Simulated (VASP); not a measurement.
Wanted: the native input for a VASP 6.6.1 run.

- Task: single point
- Functional: PBEsol
- Potentials or basis: VASP PAW PBE potentials, release 64 (Ga_d, N)
- Cutoff: 520 eV
- k mesh: 8 × 5 × 1
- Occupations: gaussian, width 0.05 eV
- Spin: no spin polarisation
- Dipole correction: yes
- Further INCAR settings: LREAL = Auto; ALGO = Normal; EDIFF = 1e-06; NBANDS = 106

The structure of GaN lies in POSCAR:

```
GaN
1.0
    3.1825784906      0.0000000000      0.0000000000
    0.0000000000      5.1854260800      0.0000000000
    0.0000000000      0.0000000000     26.9435065639
Ga N
10 10
Direct
    0.0000000000      0.0008058930      0.2783602046
    0.5000000000      0.5008058930      0.3124586347
    0.5000000000      0.0008058930      0.3806554948
    0.0000000000      0.5008058930      0.4147539248
    0.0000000000      0.0008058930      0.4829507850
    0.5000000000      0.5008058930      0.5170492150
    0.5000000000      0.0008058930      0.5852460752
    0.0000000000      0.5008058930      0.6193445052
    0.0000000000      0.0008058930      0.6875413653
    0.5000000000      0.5008058930      0.7216397954
    0.0000000000      0.6241941070      0.2783602046
    0.5000000000      0.1241941070      0.3124586347
    0.5000000000      0.6241941070      0.3806554948
    0.0000000000      0.1241941070      0.4147539248
    0.0000000000      0.6241941070      0.4829507850
    0.5000000000      0.1241941070      0.5170492150
    0.5000000000      0.6241941070      0.5852460752
    0.0000000000      0.1241941070      0.6193445052
    0.0000000000      0.6241941070      0.6875413653
    0.5000000000      0.1241941070      0.7216397954
```

One way to write it, as run:

INCAR

```
PREC = Accurate
ENCUT = 520
EDIFF = 1E-6
ISMEAR = 0
SIGMA = 0.05
LREAL = Auto
LASPH = True
NELM = 80
ALGO = Normal
ISIF = 2
LWAVE = False
LCHARG = False
LDIPOL = True
IDIPOL = 3
DIPOL = 0.5 0.5 0.500
GGA = PS
NBANDS = 106
```

KPOINTS

```
regular mesh
0
Gamma
  8 5 1
```

Potentials or basis: VASP PAW PBE potentials, release 64 (Ga_d, N).

Run with:

```sh
$ cat potpaw_PBE.64/Ga_d/POTCAR potpaw_PBE.64/N/POTCAR > POTCAR
$ mpirun -np 1 vasp_std > vasp.out
```

It gave:

| Property | Result |
| --- | --- |
| Largest force | 2.619 eV/Å |
| Band gap on the k mesh | 0.59 eV |

Caveat: the PAW data sets were made with another functional, which shifts forces and pressure a little.

Wall time 34 min on 1 thread of Oxide Virtual Turin-like Processor, with other jobs on the host, peak memory 0.67 GiB.
